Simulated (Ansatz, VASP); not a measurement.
## One calculation of WS2, two programs

```xyz
6
Lattice="3.1147 0.0000 0.0000 -1.5574 2.6974 0.0000 0.0000 0.0000 12.0120" Properties=species:S:1:pos:R:3 pbc="T T T"
W     0.0000    1.7983    9.0063
W     1.5574    0.8991    3.0057
S     0.0000    1.7983    1.4303
S     1.5574    0.8991    7.4309
S     0.0000    1.7983    4.5811
S     1.5574    0.8991   10.5818
```

Alike in both runs: task single point; functional PBEsol; dispersion D3(BJ); k mesh 12 × 12 × 4; occupations gaussian, width 0.02 eV; no spin polarisation.

|  | VASP | Ansatz |
| --- | --- | --- |
| version | VASP 6.6.1 | Ansatz 0.2.0 |
| potentials or method | VASP PAW PBE potentials, release 64 (W_sv, S), cutoff 520 eV | scalar-relativistic, plane waves, PAW |
| valence electrons in the cell | 52 | 52 |

```csv
,VASP,Ansatz,Ansatz less VASP
gap on the k mesh at the Fermi level (eV),0.80,0.78,-0.020
least direct gap on the mesh (eV),1.96,1.95,-0.004
pressure (GPa),-0.6,-0.7,-0.15
"traceless stress, the component that is largest in VASP (GPa)",-0.91,-0.94,-0.033
rms of the force components (eV/Å),0.011,0.002,-0.0091
```

VASP's potentials were made for PBE, not for PBEsol. Atom by atom the forces differ by 0.010 eV/Å (rms over components).

Spin-orbit coupling is off throughout.
